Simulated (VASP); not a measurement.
# CuI (Fm-3m) in VASP: a series of runs, part 2 of 2

VASP 6.6.1. The steps go on from the part before.

## (4) Single point, PBE

This run uses another cell than the first one, of 22.98 Å³/atom, 1.043 times its volume.

The input, INCAR:

```
SYSTEM = CuI
PREC = Accurate ; ENCUT = 520
EDIFF = 1E-6 ; ISMEAR = -1
SIGMA = 0.05 ; LREAL = .False.
LASPH = .True. ; NELM = 60
ALGO = Normal ; ISIF = 2
LWAVE = .False. ; LCHARG = .False.
GGA = PE ; NBANDS = 16
```

The input, KPOINTS:

```
Automatic mesh
0
Gamma
  8 8 8
  0 0 0
```

The input, POSCAR:

```
CuI
1.0
    0.0000000000      2.8428797702      2.8428797702
    2.8428797702      0.0000000000      2.8428797702
    2.8428797702      2.8428797702      0.0000000000
I Cu
1 1
Direct
    0.5000000000      0.5000000000      0.5000000000
    0.0000000000      0.0000000000      0.0000000000
```

Potentials or basis: VASP PAW PBE potentials, release 64 (I, Cu).

On the command line:

```sh
cat potpaw_PBE.64/I/POTCAR potpaw_PBE.64/Cu/POTCAR > POTCAR
mpirun -np 1 vasp_std > vasp.out
```

OUTCAR:

```text
SYSTEM = CuI
   PREC = Accurate
   ENCUT = 520
   EDIFF = 1E-6
   ISMEAR = -1
   LREAL = .False.
   LASPH = .True.
   NELM = 60
   ISIF = 2
   GGA = PE

 ion  position               nearest neighbor table
   1  0.500  0.500  0.500-   2 2.84   2 2.84   2 2.84   2 2.84   2 2.84   2 2.84
   2  0.000  0.000  0.000-   1 2.84   1 2.84   1 2.84   1 2.84   1 2.84   1 2.84

  LATTYP: Found a face centered cubic cell.
 ALAT       =     5.6857595404

  Lattice vectors:

 A1 = (   0.0000000000,   2.8428797702,   2.8428797702)
 A2 = (   2.8428797702,   0.0000000000,   2.8428797702)
 A3 = (   2.8428797702,   2.8428797702,   0.0000000000)

Analysis of symmetry for initial positions (statically):
=====================================================================
 Subroutine PRICEL returns:
 Original cell was already a primitive cell.

 Routine SETGRP: Setting up the symmetry group for a
 face centered cubic supercell.

 Subroutine GETGRP returns: Found 48 space group operations
 (whereof 48 operations were pure point group operations)
 out of a pool of 48 trial point group operations.

The static configuration has the point symmetry O_h .

Analysis of symmetry for dynamics (positions and initial velocities):
=====================================================================
 Subroutine PRICEL returns:
 Original cell was already a primitive cell.

 Routine SETGRP: Setting up the symmetry group for a
 face centered cubic supercell.

 Subroutine GETGRP returns: Found 48 space group operations
 (whereof 48 operations were pure point group operations)
 out of a pool of 48 trial point group operations.

The dynamic configuration has the point symmetry O_h .

 Subroutine INISYM returns: Found 48 space group operations
 (whereof 48 operations are pure point group operations),
 and found     1 'primitive' translations

----------------------------------------------------------------------------------------

                                     Primitive cell

  volume of cell :      45.9521

  direct lattice vectors                    reciprocal lattice vectors
     0.000000000  2.842879770  2.842879770    -0.175877997  0.175877997  0.175877997
     2.842879770  0.000000000  2.842879770     0.175877997 -0.175877997  0.175877997
     2.842879770  2.842879770  0.000000000     0.175877997  0.175877997 -0.175877997

  length of vectors
     4.020439127  4.020439127  4.020439127     0.304629627  0.304629627  0.304629627

  position of ions in fractional coordinates (direct lattice)
     0.500000000  0.500000000  0.500000000
     0.000000000  0.000000000  0.000000000

  ion indices of the primitive-cell ions
   primitive index   ion index
                 1           1
                 2           2

----------------------------------------------------------------------------------------

 KPOINTS: Automatic mesh

Automatic generation of k-mesh.
 Grid dimensions read from file:
 generate k-points for:    8    8    8

 Generating k-lattice:

  Cartesian coordinates                     Fractional coordinates (reciprocal lattice)
    -0.021984750  0.021984750  0.021984750     0.125000000  0.000000000  0.000000000
     0.021984750 -0.021984750  0.021984750     0.000000000  0.125000000  0.000000000
     0.021984750  0.021984750 -0.021984750     0.000000000  0.000000000  0.125000000

  Length of vectors
     0.038078703  0.038078703  0.038078703

  Shift w.r.t. Gamma in fractional coordinates (k-lattice)
     0.000000000  0.000000000  0.000000000

 Subroutine IBZKPT returns following result:
 ===========================================

 Found     29 irreducible k-points:

 Following reciprocal coordinates:
            Coordinates               Weight
  0.000000  0.000000  0.000000      1.000000
  0.125000  0.000000  0.000000      8.000000
  0.250000  0.000000  0.000000      8.000000
  0.375000  0.000000  0.000000      8.000000
  0.500000  0.000000  0.000000      4.000000
  0.125000  0.125000  0.000000      6.000000
[... 16 lines left out ...]
  0.500000  0.250000  0.125000     48.000000
 -0.375000  0.250000  0.125000     24.000000
 [... further k-points ...]
   k-points           NKPTS =     29   k-points in BZ     NKDIM =     29   number of bands    NBANDS=     16
   number of dos      NEDOS =    301   number of ions     NIONS =      2
   total plane-waves  NPLWV =  27000
   dimension x,y,z NGX =    30 NGY =   30 NGZ =   30
   dimension x,y,z NGXF=    60 NGYF=   60 NGZF=   60
   ions per type =               1   1
   NGX,Y,Z   is equivalent  to a cutoff of  12.41, 12.41, 12.41 a.u.
   NGXF,Y,Z  is equivalent  to a cutoff of  24.81, 24.81, 24.81 a.u.
 SYSTEM =  CuI
   PREC   = accura    normal or accurate (medium, high low for compatibility)
   ISTART =      0    job   : 0-new  1-cont  2-samecut
   ICHARG =      2    charge: 1-file 2-atom 10-const
   ISPIN  =      1    spin polarized calculation?
   LNONCOLLINEAR =      F non collinear calculations
   LSORBIT =      F    spin-orbit coupling
   LASPH  =      T    aspherical Exc in radial PAW
   ENCUT  =  520.0 eV  38.22 Ry    6.18 a.u.   7.48  7.48  7.48*2*pi/ulx,y,z
   NELM   =     60;   NELMIN=  2; NELMDL= -5     # of ELM steps
   EDIFF  = 0.1E-05   stopping-criterion for ELM
   LREAL  =      F    real-space projection
[... 7 lines left out ...]
   TEBEG  =    0.0;   TEEND  =   0.0 temperature during run
   PSTRESS=    0.0 pullay stress
   NELECT =      18.0000    total number of electrons
   NUPDOWN=      -1.0000    fix difference up-down
   EMIN   =  10.00;   EMAX   =-10.00  energy-range for DOS
   EFERMI =   0.00;   METHOD = LEGACY
   ISMEAR =    -1;   SIGMA  =   0.05  broadening in eV -4-tet -1-fermi 0-gaus
   EFERMI_NEDOS =   21; number of points for ismear=-14 and -15
   IALGO  =     38    algorithm
   IMIX   =      4    mixing-type and parameters
     AMIX     =   0.40;   BMIX     =  1.00
     AMIX_MAG =   1.60;   BMIX_MAG =  1.00
  volume/ion in A,a.u.               =      22.98       155.05
  Fermi-wavevector in a.u.,A,eV,Ry     =   1.197835  2.263581 19.521773  1.434810
  Thomas-Fermi vector in A             =   2.333740
   LORBIT       =      0    0 simple, 1 ext, 2 COOP (PROOUT), +10 PAW based schemes
   GGA     = PE    functional components
   LHFCALC =     F    Hartree Fock is set to
   AEXX    =    0.0000 exact exchange contribution
   IVDW    =     0    specifies the selected vdW correction
   LEPSILON=     F    determine dielectric tensor
   LRPA    =     F    only Hartree local field effects (RPA)
 non-spin polarized calculation
  energy-cutoff  :      520.00
  volume of cell :       45.95
 maximum number of plane-waves:      1254
 NGX is ok and might be reduce to    30
   NGX = 15   NGY = 15   NGZ = 15

 number of electron      18.0000014 magnetization

 Free energy of the ion-electron system (eV)
  ---------------------------------------------------
  ext. energy  EPLUGINS =         0.00000000
  ---------------------------------------------------
  free energy    TOTEN  =        -5.08972025 eV

  energy without entropy =       -5.08566498  energy(sigma->0) =       -5.08769261

 E-fermi :   6.5369     XC(G=0): -10.1220

 val. band max:        6.4809369382   @ k =   0.5000   0.0000   0.0000
 cond. band min:       6.6082710966   @ k =   0.3750   0.3750   0.0000
 fundamental gap:      0.1273341584
 Fermi energy:         6.5368707124

 k-point     1 :       0.0000    0.0000    0.0000
  band No.  band energies     occupation
      1      -7.9359      2.00000
      2       4.4406      2.00000
      3       4.4406      2.00000
      4       4.4593      2.00000
      5       4.4593      2.00000
      6       4.4593      2.00000
[... 8 lines left out ...]
     15      15.2134      0.00000
     16      15.2135      0.00000

 k-point     2 :       0.1250    0.0000    0.0000
  band No.  band energies     occupation
      1      -7.8153      2.00000
      2       3.3925      2.00000
      3       3.8836      2.00000
      4       3.8836      2.00000
      5       4.4892      2.00000
      6       4.4892      2.00000
[... 8 lines left out ...]
     15      14.5672      0.00000
     16      14.9391      0.00000
[... 387 lines left out ...]
      5       4.5908      2.00000
      6       4.6915      2.00000
[... 8 lines left out ...]
     15      17.7348      0.00000
     16      18.7116      0.00000

 k-point    24 :      -0.3750    0.2500    0.1250
  band No.  band energies     occupation
      1      -6.8003      2.00000
      2       0.4437      2.00000
      3       2.2808      2.00000
      4       2.7728      2.00000
      5       4.6606      2.00000
      6       4.6806      2.00000
[... 8 lines left out ...]
     15      16.5045      0.00000
     16      19.4422      0.00000

 [... further k-points ...]

------------------------ aborting loop because EDIFF is reached ----------------------------------------

  FORCE on cell =-STRESS in cart. coord.  units (eV):
  Direction    XX          YY          ZZ          XY          YZ          ZX
  --------------------------------------------------------------------------------------
  -------------------------------------------------------------------------------------
  Total        0.4129964      0.4129964      0.4129964      0.0000000      0.0000000      0.0000000
  in kB       14.3996304     14.3996304     14.3996304      0.0000000      0.0000000      0.0000000
  external PRESSURE =      14.3996304 kB  Pullay stress =       0.0000000 kB

 VOLUME and BASIS-vectors are now :
 -----------------------------------------------------------------------------
  energy-cutoff  :      520.00
  volume of cell :       45.95
      direct lattice vectors                 reciprocal lattice vectors
     0.000000000  2.842879770  2.842879770    -0.175877997  0.175877997  0.175877997
     2.842879770  0.000000000  2.842879770     0.175877997 -0.175877997  0.175877997
     2.842879770  2.842879770  0.000000000     0.175877997  0.175877997 -0.175877997

 POSITION                                       TOTAL-FORCE (eV/Angst)
 -----------------------------------------------------------------------------------
      2.84288      2.84288      2.84288         0.000000      0.000000      0.000000
      0.00000      0.00000      0.00000        -0.000000     -0.000000     -0.000000
 -----------------------------------------------------------------------------------
    total drift:                               -0.000000      0.000000      0.000000

  FREE ENERGIE OF THE ION-ELECTRON SYSTEM (eV)
  ---------------------------------------------------
  free  energy   TOTEN  =        -5.0897202467 eV

  energy  without entropy=       -5.0856649821  energy(sigma->0) =       -5.08769261
```

Wall time 10 s (1 thread of Intel Xeon 6975P-C (Granite Rapids), shared host); peak memory 0.17 GiB.

Results:

- Free energy: -5.0897 eV
- Pressure: 1.4 GPa
- Band gap on the k mesh: zero (band 9 reaches 6.48 eV, above the bottom of band 10 at 5.99 eV)

Levels at points of the mesh, in eV from the Fermi level:
| k point | band 7 | band 8 | band 9 | band 10 | band 11 | band 12 |
| --- | --- | --- | --- | --- | --- | --- |
| (0.00, 0.00, 0.00) | -1.88 | -1.88 | -1.88 | 0.91 | 7.27 | 7.27 |
| (0.50, 0.00, 0.00) | -1.75 | -0.06 | -0.06 | 2.71 | 4.32 | 4.32 |
| (0.50, 0.50, 0.00) | -1.77 | -1.77 | -1.65 | -0.54 | 4.33 | 10.07 |

Caveat: spin-orbit coupling is left out, which moves the levels of the heavy elements; semilocal functionals often make such compounds metallic where correlation or magnetic order opens a gap, which also shifts bond lengths.

## (5) Overview

```csv
cell,gap on the mesh (eV),pressure (GPa)
"a = 3.965 Å, angles 60.0°, 2 atoms",none,3.8
"a = 3.993 Å, angles 60.0°, 2 atoms",none,2.5
"a = 4.020 Å, angles 60.0°, 2 atoms",none,1.4
```

Alike in all rows: task single point; level PBE; potentials or basis VASP PAW PBE potentials, release 64 (I, Cu); no spin polarisation; k mesh 8 × 8 × 8; cutoff (eV) 520; smearing fermi-dirac 0.05 eV.

Caveats: spin-orbit coupling is left out, which moves the levels of the heavy elements; semilocal functionals often make such compounds metallic where correlation or magnetic order opens a gap, which also shifts bond lengths.

Absolute energies hang on the potentials; compare differences alone.
